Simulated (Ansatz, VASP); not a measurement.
**ZnS in VASP and in Ansatz**

Contents of INCAR:

```
ALGO = Normal ; EDIFF = 1E-6
ENCUT = 520 ; GGA = CA
ISIF = 2 ; ISMEAR = -1
LASPH = T ; LCHARG = F
LREAL = F ; LWAVE = F
NBANDS = 26 ; NELM = 100
PREC = Accurate ; SIGMA = 0.05
```

Contents of KPOINTS:

```
k-points
0
Gamma
  5 5 3
```

POSCAR

```
ZnS
1.0
    3.8110000000      0.0000000000      0.0000000000
   -1.9055000000      3.3004228138      0.0000000000
    0.0000000000      0.0000000000      6.2340000000
Zn S
2 2
Direct
    0.6666666667      0.3333333333      0.5000000000
    0.3333333333      0.6666666667      0.0000000000
    0.6666666667      0.3333333333      0.8850000000
    0.3333333333      0.6666666667      0.3850000000
```

The input input.yaml:

```yaml
crystal:
  lattice:
    - [3.811, 0.0, 0.0]
    - [-1.9055, 3.3004228138, 0.0]
    - [0.0, 0.0, 6.234]
  atoms:
    - { symbol: Zn, position: [0.6666666667, 0.3333333333, 0.5] }
    - { symbol: Zn, position: [0.3333333333, 0.6666666667, 0.0] }
    - { symbol: S, position: [0.6666666667, 0.3333333333, 0.885] }
    - { symbol: S, position: [0.3333333333, 0.6666666667, 0.385] }
hamiltonian:
  xc: lda
  pseudopotentials: { kind: paw }
kpoints:
  mp_grid: { grid: [5, 5, 3] }
  band_path:
    path:
      - [[0.0, 0.0, 0.0], [0.5, 0.0, 0.0], [0.3333333333, 0.3333333333, 0.0], [0.0, 0.0, 0.0], [0.0, 0.0, 0.5], [0.5, 0.0, 0.5], [0.3333333333, 0.3333333333, 0.5], [0.0, 0.0, 0.5]]
      - [[0.5, 0.0, 0.5], [0.5, 0.0, 0.0]]
      - [[0.3333333333, 0.3333333333, 0.0], [0.3333333333, 0.3333333333, 0.5]]
    npoints: 14
scf:
  occupations: { method: fermi_dirac, width: 0.05 }
  n_extra_bands: 10
output:
  forces: true
  stress: true
  eigenvalues: true
  fatbands: true
  write_density: true
  write_potential: true
  elf: true
  volumetric_format: npy
```

Alike in both runs: functional LDA; k mesh 5 × 5 × 3; occupations fermi-dirac, width 0.05 eV; no spin polarisation.

|  | VASP | Ansatz |
| --- | --- | --- |
| version | VASP 6.6.1 | Ansatz 0.2.0 |
| potentials or method | VASP PAW LDA potentials, release 64 (Zn, S) | Ansatz PAW |
| plane-wave cutoff (eV) | 520 | 420 |
| valence electrons in the cell | 36 | 36 |
| task | single point | band structure |

|  | VASP | Ansatz | Ansatz less VASP |
| --- | --- | --- | --- |
| gap on the k mesh at the Fermi level (eV) | 2.02 | 1.99 | -0.031 |
| least direct gap on the mesh (eV) | 2.02 | 1.99 | -0.031 |
| pressure (GPa) | -3.6 | -3.9 | -0.23 |
| traceless stress, the component that is largest in VASP (GPa) | -1.10 | -1.08 | +0.020 |
| rms of the force components (eV/Å) | 0.174 | 0.173 | -0.0018 |

LDA's correlation is that of Perdew and Zunger in VASP and of Perdew and Wang (1992) in Ansatz. Atom by atom the forces differ by 0.002 eV/Å (rms over components).
